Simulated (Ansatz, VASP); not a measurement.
**Sb: VASP beside Ansatz**

File INCAR:

```
PREC = Accurate ; ENCUT = 520
EDIFF = 1E-6 ; ISMEAR = -1
SIGMA = 0.01 ; LREAL = F
LASPH = T ; NELM = 60
ALGO = Normal ; ISIF = 2
LWAVE = F ; LCHARG = F
GGA = PE ; NBANDS = 12
```

Contents of KPOINTS:

```
regular mesh
0
Gamma
  9 9 9
```

File POSCAR:

```
Sb
1.0
    2.1879029667      1.2631863668      3.8431731385
   -2.1879029667      1.2631863668      3.8431731385
    0.0000000000     -2.5263727336      3.8431731385
Sb
2
Direct
    0.2326795448      0.2326795448      0.2326795448
    0.7673204552      0.7673204552      0.7673204552
```

Input for Ansatz:

```yaml
crystal:
  lattice:
    - [2.1879029667, 1.2631863668, 3.8431731385]
    - [-2.1879029667, 1.2631863668, 3.8431731385]
    - [0.0, -2.5263727336, 3.8431731385]
  atoms:
    - { symbol: Sb, position: [0.2326795448, 0.2326795448, 0.2326795448] }
    - { symbol: Sb, position: [0.7673204552, 0.7673204552, 0.7673204552] }
hamiltonian:
  xc: pbe
  pseudopotentials:
    kind: paw
    azcp:
      Sb: "pseudopotentials/Sb.paw.azcp"
basis:
  ecutwfc: 420
  fft_grid_basis: typed
kpoints:
  mp_grid: { grid: [9, 9, 9], shift: [0, 0, 0] }
magnetization:
  spin_polarized: false
scf:
  occupations: { method: fermi_dirac, width: 0.01 }
  lower_state_search: "off"
output:
  stress: true
```

Alike in both runs: task single point; functional PBE; k mesh 9 × 9 × 9; occupations fermi-dirac, width 0.01 eV; no spin polarisation.

```csv
,VASP,Ansatz
version,VASP 6.6.1,Ansatz 0.2.0
potentials or method,"VASP PAW PBE potentials, release 64 (Sb), cutoff 520 eV","plane waves (420 eV) with PAW, scalar-relativistic"
valence electrons in the cell,10,30
```

Ansatz gave:

```
pressure (GPa)                                                : 0.0
traceless stress, the component that is largest in VASP (GPa) : -0.04
```

**Question.** Estimate VASP's values.

**Answer.** Pressure (GPa): 0.1; traceless stress, the component that is largest in VASP (GPa): -0.06.

VASP's potentials hold 10 valence electrons a cell and Ansatz's 30, so a difference there can come from the potentials and not from the codes.

Spin-orbit coupling is off throughout.
